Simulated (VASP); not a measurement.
Wanted: the native input for a VASP 6.6.1 run.

```yaml
Task: relaxation of cell and atoms
Functional: PBE
Potentials_or_basis: VASP PAW PBE potentials, release 64 (Rh_pv)
Cutoff: 600 eV
k_mesh: 17 × 17 × 17
Occupations: fermi-dirac, width 0.1 eV
Spin: no spin polarisation
Target_pressure: -6.8 GPa
Dipole_correction: no
Further_INCAR_settings: ALGO = Normal; EDIFF = 1e-06; IBRION = 2; EDIFFG = -0.005; NSW = 32; ISIF = 3
```

The structure of Rh lies in POSCAR:

```
Rh
1.0
   -2.4215666126      2.4215666126      1.3833687996
    2.4215666126     -2.4215666126      1.3833687996
    2.4215666126      2.4215666126     -1.3833687996
Rh
2
Direct
   -0.3750000000     -0.1250000000     -0.2500000000
    0.3750000000      0.1250000000      0.2500000000
```

The input as run:

INCAR

```
SYSTEM = Rh
ALGO = Normal
EDIFF = 1E-6
EDIFFG = -0.005
ENCUT = 600
GGA = PE
IBRION = 2
ISIF = 3
ISMEAR = -1
LASPH = .True.
LCHARG = .False.
LREAL = .False.
LWAVE = .False.
NELM = 80
NSW = 32
PREC = Accurate
PSTRESS = -68.0
SIGMA = 0.1
```

KPOINTS

```
k-points
0
Gamma
  17 17 17
  0 0 0
```

Potentials or basis: VASP PAW PBE potentials, release 64 (Rh_pv).

Run with:

```bash
$ cat potpaw_PBE.64/Rh_pv/POTCAR > POTCAR
$ mpirun -np 1 vasp_std > vasp.out
```

Results of the run:

* Relaxed volume: 16.22 Å³/atom
* Relaxed cell: a = 3.693 Å, b = 3.693 Å, c = 3.693 Å, α = 98.06°, β = 98.06°, γ = 136.02°
* Space group after relaxing (to 0.1 Å): I4_1/amd (No. 141)
* Energy change on relaxing (the run minimises the enthalpy): -0.3 meV/atom
* Ionic steps: 3
* Pressure after relaxing: -6.8 GPa
* Band gap on the k mesh: zero (bands 15 and 16 overlap by 1.84 eV)

Caveat: the cell is relaxed towards a set pressure, so the run minimises the enthalpy, not the energy.

Run time: 13 min on 1 thread of Intel Xeon 8259CL, on a shared host, peak memory 0.38 GiB.
